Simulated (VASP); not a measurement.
Set up this calculation in VASP 6.6.1, as the native input.

```yaml
Task: single point
Functional: r2SCAN
Potentials_or_basis: VASP PAW PBE potentials, release 64 (B_h, N_h)
Cutoff: 1460 eV
k_mesh: 12 × 12 × 12
Occupations: gaussian, width 0.01 eV
Spin: no spin polarisation
Dipole_correction: no
Further_INCAR_settings: ALGO = Normal; EDIFF = 1e-06; NBANDS = 11
```

The system is BN.

```
B N
1.0
     0.00803    1.80483    1.80483
     1.80483    0.00803    1.80483
     1.81286    1.81286    0.00000
B N
1 1
Direct
  0.00001 0.00001 0.99999
  0.24999 0.24999 0.25001
```

This cell differs from its parent crystal: shear xy strain +0.9%.

The input as run:

POSCAR

```
BN
1.0
    0.0080314733      1.8048254535      1.8048254535
    1.8048254535      0.0080314733      1.8048254535
    1.8128569268      1.8128569268      0.0000000000
B N
1 1
Direct
    0.0000142472      0.0000142472     -0.0000142472
    0.2499857528      0.2499857528      0.2500142472
```

INCAR.step1

```
SYSTEM = BN
  PREC = Accurate
  ENCUT = 1460
  ISMEAR = 0
  SIGMA = 0.01
  LREAL = .FALSE.
  LASPH = .TRUE.
  NELM = 120
  NBANDS = 11
  GGA = PE
  ALGO = Normal
  EDIFF = 1E-5
  LWAVE = .TRUE.
  LCHARG = .FALSE.
  GGA_COMPAT = .FALSE.
```

INCAR.step2

```
SYSTEM = BN
  PREC = Accurate
  ENCUT = 1460
  EDIFF = 1E-6
  ISMEAR = 0
  SIGMA = 0.01
  LREAL = .FALSE.
  LASPH = .TRUE.
  NELM = 120
  ALGO = Normal
  ISIF = 2
  LWAVE = .FALSE.
  LCHARG = .FALSE.
  METAGGA = R2SCAN
  LMIXTAU = .TRUE.
  NBANDS = 11
  ISTART = 1
  GGA_COMPAT = .FALSE.
```

KPOINTS

```
regular mesh
0
G
  12 12 12
  0 0 0
```

Potentials or basis: VASP PAW PBE potentials, release 64 (B_h, N_h).

The run is started by

```bash
$ cat potpaw_PBE.64/B_h/POTCAR potpaw_PBE.64/N_h/POTCAR > POTCAR
$ cp INCAR.step1 INCAR
$ mpirun -np 1 vasp_std > vasp.out
$ cp INCAR.step2 INCAR
$ mpirun -np 1 vasp_std > vasp.out
```

Results of the run:

```
Pressure               : -0.4 GPa
Largest force          : 0.005 eV/Å
Band gap on the k mesh : 4.97 eV (least direct gap 9.43 eV)
```

Caveat: the cell differs from its parent crystal (shear xy strain +0.9%); the PAW data sets were made with another functional, which shifts forces and pressure a little.

Wall time 3.5 min on 1 thread of Intel(R) Xeon(R) Platinum 8375C CPU @ 2.90GHz (Ice Lake), with other jobs on the host, peak memory 0.3 GiB.
